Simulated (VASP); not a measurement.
A run of VASP 6.6.1:

Contents of INCAR:

```
PREC = Accurate ; ENCUT = 600
EDIFF = 1E-6 ; ISMEAR = 0
SIGMA = 0.1 ; LREAL = F
LASPH = T ; NELM = 100
ALGO = Normal ; ISIF = 3
LWAVE = F ; LCHARG = F
GGA = PE ; IBRION = 2
NSW = 90 ; EDIFFG = -0.04
```

Contents of KPOINTS:

```
Automatic mesh
0
Gamma
  6 6 6
```

The input POSCAR:

```
GePt
1.0
    3.2890073200      0.0000000000      0.0000000000
    0.0000000000      3.2890073200      0.0000000000
    0.0000000000      0.0000000000      3.2890073200
Ge Pt
1 1
Direct
    0.5000000000      0.5000000000      0.5000000000
    0.0000000000      0.0000000000      0.0000000000
```

Potentials or basis: VASP PAW PBE potentials, release 64 (Ge_d, Pt).

Launch:

```sh
$ cat potpaw_PBE.64/Ge_d/POTCAR potpaw_PBE.64/Pt/POTCAR > POTCAR
$ mpirun -np 1 vasp_std > vasp.out
```

Hardware: 1 thread of AMD EPYC 9R45 96-Core Processor (Zen 5) (shared host).

Task: How long does it take, and how much memory?

Result: Wall time 17 s on 1 thread of AMD EPYC 9R45 96-Core Processor (Zen 5), on a shared host, peak memory 0.14 GiB. Counts: scf iterations 30, k points 20, ion steps 3.
